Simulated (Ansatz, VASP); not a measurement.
**Two plane-wave programs on WSe2**

INCAR

```
  ALGO = Normal
  DIPOL = 0.5 0.5 0.500
  EDIFF = 1E-6
  ENCUT = 400
  GGA = PS
  GGA_COMPAT = F
  IDIPOL = 3
  ISIF = 2
  ISMEAR = 0
  LASPH = T
  LCHARG = T
  LDIPOL = T
  LELF = T
  LREAL = F
  LVACPOTAV = T
  LVHAR = T
  LWAVE = F
  NBANDS = 107
  NELM = 120
  NELMDL = -8
  PREC = Accurate
  SIGMA = 0.05
```

Contents of KPOINTS:

```
k-points
0
Gamma
  9 9 1
```

POSCAR

```
WSe2
1.0
    3.2711503897      0.0000000000      0.0000000000
   -1.6355751948      2.8328993370      0.0000000000
    0.0000000000      0.0000000000     58.0098455662
Se W
14 7
Direct
    0.6666666667      0.3333333333      0.1292883980
    0.6666666667      0.3333333333      0.1869999596
    0.3333333333      0.6666666667      0.2432403384
    0.3333333333      0.6666666667      0.3009519000
    0.6666666667      0.3333333333      0.3571922788
    0.6666666667      0.3333333333      0.4149038404
    0.3333333333      0.6666666667      0.4711442192
    0.3333333333      0.6666666667      0.5288557808
    0.6666666667      0.3333333333      0.5850961596
    0.6666666667      0.3333333333      0.6428077212
    0.3333333333      0.6666666667      0.6990481000
    0.3333333333      0.6666666667      0.7567596616
    0.6666666667      0.3333333333      0.8130000404
    0.6666666667      0.3333333333      0.8707116020
    0.3333333333      0.6666666667      0.1581441788
    0.6666666667      0.3333333333      0.2720961192
    0.3333333333      0.6666666667      0.3860480596
    0.6666666667      0.3333333333      0.5000000000
    0.3333333333      0.6666666667      0.6139519404
    0.6666666667      0.3333333333      0.7279038808
    0.3333333333      0.6666666667      0.8418558212
```

Input for Ansatz:

```yaml
crystal:
  lattice:
    - [3.2711503897, 0.0, 0.0]
    - [-1.6355751948, 2.832899337, 0.0]
    - [0.0, 0.0, 58.0098455662]
  atoms:
    - { symbol: Se, position: [0.6666666667, 0.3333333333, 0.129288398] }
    - { symbol: W, position: [0.3333333333, 0.6666666667, 0.1581441788] }
    - { symbol: Se, position: [0.6666666667, 0.3333333333, 0.1869999596] }
    - { symbol: Se, position: [0.3333333333, 0.6666666667, 0.2432403384] }
    - { symbol: W, position: [0.6666666667, 0.3333333333, 0.2720961192] }
    - { symbol: Se, position: [0.3333333333, 0.6666666667, 0.3009519] }
    - { symbol: Se, position: [0.6666666667, 0.3333333333, 0.3571922788] }
    - { symbol: W, position: [0.3333333333, 0.6666666667, 0.3860480596] }
    - { symbol: Se, position: [0.6666666667, 0.3333333333, 0.4149038404] }
    - { symbol: Se, position: [0.3333333333, 0.6666666667, 0.4711442192] }
    - { symbol: W, position: [0.6666666667, 0.3333333333, 0.5] }
    - { symbol: Se, position: [0.3333333333, 0.6666666667, 0.5288557808] }
    - { symbol: Se, position: [0.6666666667, 0.3333333333, 0.5850961596] }
    - { symbol: W, position: [0.3333333333, 0.6666666667, 0.6139519404] }
    - { symbol: Se, position: [0.6666666667, 0.3333333333, 0.6428077212] }
    - { symbol: Se, position: [0.3333333333, 0.6666666667, 0.6990481] }
    - { symbol: W, position: [0.6666666667, 0.3333333333, 0.7279038808] }
    - { symbol: Se, position: [0.3333333333, 0.6666666667, 0.7567596616] }
    - { symbol: Se, position: [0.6666666667, 0.3333333333, 0.8130000404] }
    - { symbol: W, position: [0.3333333333, 0.6666666667, 0.8418558212] }
    - { symbol: Se, position: [0.6666666667, 0.3333333333, 0.870711602] }
basis:
  ecutwfc: 420
kpoints:
  mp_grid: { grid: [9, 9, 1] }
hamiltonian:
  xc: pbesol
scf:
  occupations: { method: gaussian, width: 0.05 }
output:
  forces: true
  stress: true
  eigenvalues: true
  write_density: true
  write_potential: true
  elf: true
  volumetric_format: npy
efield:
  axis: 3
  dipole_correction: true
  ramp_width: 0.04
```

Alike in both runs: task single point; functional PBEsol; k mesh 9 × 9 × 1; occupations gaussian, width 0.05 eV; no spin polarisation.

```csv
,VASP,Ansatz
version,VASP 6.6.1,Ansatz 0.2.0
potentials or method,"VASP PAW PBE potentials, release 64 (Se, W_sv), cutoff 400 eV","scalar-relativistic, plane waves, PAW"
valence electrons in the cell,182,322
```

|  | VASP | Ansatz | Ansatz less VASP |
| --- | --- | --- | --- |
| gap on the k mesh at the Fermi level (eV) | 1.18 | 1.19 | +0.005 |
| least direct gap on the mesh (eV) | 1.60 | 1.60 | +0.003 |
| rms of the force components (eV/Å) | 0.030 | 0.008 | -0.0218 |

VASP's potentials were made for PBE, not for PBEsol. VASP's potentials hold 182 valence electrons a cell and Ansatz's 322, so a difference there can come from the potentials and not from the codes. Ansatz's warnings: xc potential rough in thin density.

Spin-orbit coupling is off throughout.
